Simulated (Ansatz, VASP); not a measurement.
**One calculation of Ni, two programs**

INCAR

```
SYSTEM = Ni
ALGO = Normal
EDIFF = 1E-6
EDIFFG = -0.005
ENCUT = 600
GGA = PS
IBRION = 2
ISIF = 3
ISMEAR = -1
ISPIN = 2
LASPH = .TRUE.
LCHARG = .FALSE.
LMAXMIX = 4
LORBIT = 11
LREAL = .FALSE.
LWAVE = .FALSE.
MAGMOM = 1.5
NELM = 150
NSW = 100
PREC = Accurate
SIGMA = 0.05
```

The input KPOINTS:

```
k-points
0
G
  20 20 20
  0 0 0
```

The input POSCAR:

```
Ni
1.0
    0.0000000000      1.7619350000      1.7619350000
    1.7619350000      0.0000000000      1.7619350000
    1.7619350000      1.7619350000      0.0000000000
Ni
1
Direct
    0.0000000000      0.0000000000      0.0000000000
```

Input for Ansatz:

```yaml
crystal:
  lattice:
    - [0.0, 1.761935, 1.761935]
    - [1.761935, 0.0, 1.761935]
    - [1.761935, 1.761935, 0.0]
  atoms:
    - { symbol: Ni, position: [0.0, 0.0, 0.0], spin: 1.5 }
magnetization:
  spin_polarized: true
kpoints:
  mp_grid: { grid: [20, 20, 20] }
scf:
  occupations: { method: fermi_dirac, width: 0.05 }
  mixing: { preconditioner: kerker }
hamiltonian:
  xc: pbesol
  pseudopotentials: { kind: all_electron, lapw: { basis_error: 0.001 } }
output:
  forces: true
  stress: true
relax:
  f_tol: 0.005
  max_steps: 80
  cell: {}
```

Alike in both runs: task relaxation of cell and atoms; functional PBEsol; k mesh 20 × 20 × 20; occupations fermi-dirac, width 0.05 eV; collinear spin.

```csv
,VASP,Ansatz
version,VASP 6.6.1,Ansatz 0.2.0
potentials or method,"VASP PAW PBE potentials, release 64 (Ni), cutoff 600 eV","all-electron LAPW, scalar-relativistic"
```

```tsv
	VASP	Ansatz	Ansatz less VASP
net moment per atom (μB)	0.62	0.63	+0.010
size of the moment on the site where the two differ most (μB)	0.63	0.66	+0.032
relaxed volume (Å³/atom)	10.38	10.39	+0.004
relaxed length of the cell vector where the two differ most in proportion (Å)	2.449	2.449	+0.0003
```

VASP's potentials were made for PBE, not for PBEsol. Site moments also hang on the region over which each program counts them. Ansatz ran all-electron here, and VASP with PAW potentials.
